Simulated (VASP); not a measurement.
Runs of VASP 6.6.1 on Zr. The structure is that of space group P6_3/mmc (No. 194), or close to it. The cells are those of the table. 

```csv
cell,gap on the mesh (eV),pressure (GPa)
"a = 3.295, b = 3.295, c = 5.248 Å, angles 90.0, 90.0, 120.0°, 2 atoms",none,-10.5
"a = 3.166, b = 3.166, c = 5.042 Å, angles 90.0, 90.0, 120.0°, 2 atoms",none,-0.3
"a = 3.210, b = 3.210, c = 5.112 Å, angles 90.0, 90.0, 120.0°, 2 atoms",none,(a)
"a = 3.232, b = 3.232, c = 5.147 Å, angles 90.0, 90.0, 120.0°, 2 atoms",none,-6.1
"a = 3.253, b = 3.253, c = 5.181 Å, angles 90.0, 90.0, 120.0°, 2 atoms",none,-7.7
"a = 3.188, b = 3.188, c = 5.077 Å, angles 90.0, 90.0, 120.0°, 2 atoms",none,-2.4
"a = 3.275, b = 3.275, c = 5.215 Å, angles 90.0, 90.0, 120.0°, 2 atoms",none,(b)
```

Alike in all rows: task single point; level LDA; potentials or basis VASP PAW LDA potentials, release 64 (Zr_sv); no spin polarisation; k mesh 10 × 10 × 5; cutoff (eV) 520; smearing fermi-dirac 0.05 eV.

Task: Estimate the missing entries.

Result: (a) -4.3; (b) -9.2.

A k mesh can miss the band edges, and the runs leave out spin-orbit coupling on Zr.

A gap of «none» marks levels without a gap at the run's occupations.
